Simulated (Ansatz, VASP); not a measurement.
HfC: VASP beside Ansatz

```xyz
4
Lattice="3.2092 0.0000 0.0000 -1.6046 2.7792 0.0000 0.0000 0.0000 5.2027" Properties=species:S:1:pos:R:3 pbc="T T T"
Hf    0.0000    1.8528    1.3007
Hf    1.6046    0.9264    3.9020
C     0.0000    0.0000    2.6014
C     0.0000    0.0000    0.0000
```

Alike in both runs: task single point; functional PBEsol; k mesh 8 × 8 × 5; occupations fermi-dirac, width 0.05 eV; no spin polarisation.

|  | VASP | Ansatz |
| --- | --- | --- |
| version | VASP 6.6.1 | Ansatz 0.2.0 |
| potentials or method | VASP PAW PBE potentials, release 64 (Hf_pv, C) | Ansatz PAW |
| plane-wave cutoff (eV) | 520 | 420 |
| valence electrons in the cell | 28 | 60 |

```tsv
	VASP	Ansatz	Ansatz less VASP
gap on the k mesh at the Fermi level (eV)	none	none	-
pressure (GPa)	13.7	13.9	+0.16
traceless stress, the component that is largest in VASP (GPa)	-4.25	-4.34	-0.090
```

VASP's potentials were made for PBE, not for PBEsol. A gap of «none» marks a metal or a gap that the smearing closes. The functional is the same, so the differences come from potentials, cutoffs and numerics. VASP's potentials hold 28 valence electrons a cell and Ansatz's 60, so a difference there can come from the potentials and not from the codes.

Neither program's run includes spin-orbit coupling.
